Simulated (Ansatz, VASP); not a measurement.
# Cu: VASP beside Ansatz

```xyz
1
Lattice="0.0000 1.7892 1.7892 1.7892 0.0000 1.7892 1.7892 1.7892 0.0000" Properties=species:S:1:pos:R:3 pbc="T T T"
Cu    0.0000    0.0000    0.0000
```

Change from the starting cell: volume scaled by 0.97.

Alike in both runs: task single point; functional PBE; k mesh 19 × 19 × 19; occupations fermi-dirac, width 0.08 eV; no spin polarisation.

|  | VASP | Ansatz |
| --- | --- | --- |
| version | VASP 6.6.1 | Ansatz 0.2.0 |
| potentials or method | VASP PAW PBE potentials, release 64 (Cu), cutoff 520 eV | all-electron LAPW, scalar-relativistic |

|  | VASP | Ansatz | Ansatz less VASP |
| --- | --- | --- | --- |
| pressure (GPa) | 7.2 | 6.6 | -0.55 |

Ansatz ran all-electron here, and VASP with PAW potentials.
